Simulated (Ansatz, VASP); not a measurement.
**HfO2: VASP beside Ansatz**

```
Hf O
1.0
     0.00000    2.53644    2.53644
     2.53644    0.00000    2.53644
     2.53644    2.53644    0.00000
Hf O
1 2
Direct
  0.00000 0.00000 0.00000
  0.25000 0.25000 0.25000
  0.75000 0.75000 0.75000
```

Alike in both runs: functional PBE; dispersion D3(BJ); k mesh 6 × 6 × 6; no spin polarisation.

Ansatz relaxed the structure, and its values are those at the end. VASP's run is a single point on that final structure, the one shown.

|  | VASP | Ansatz |
| --- | --- | --- |
| version | VASP 6.6.1 | Ansatz 0.2.0 |
| potentials or method | VASP PAW PBE potentials, release 64 (Hf_pv, O) | plane waves, PAW |
| plane-wave cutoff (eV) | 520 | 420 |
| occupations | gaussian, width 0.01 eV | fixed |
| valence electrons in the cell | 22 | 38 |

```tsv
	VASP	Ansatz	Ansatz less VASP
pressure (GPa)	-3.8	0.0	+3.76
```

VASP's potentials hold 22 valence electrons a cell and Ansatz's 38, so a difference there can come from the potentials and not from the codes.

Neither program's run includes spin-orbit coupling.
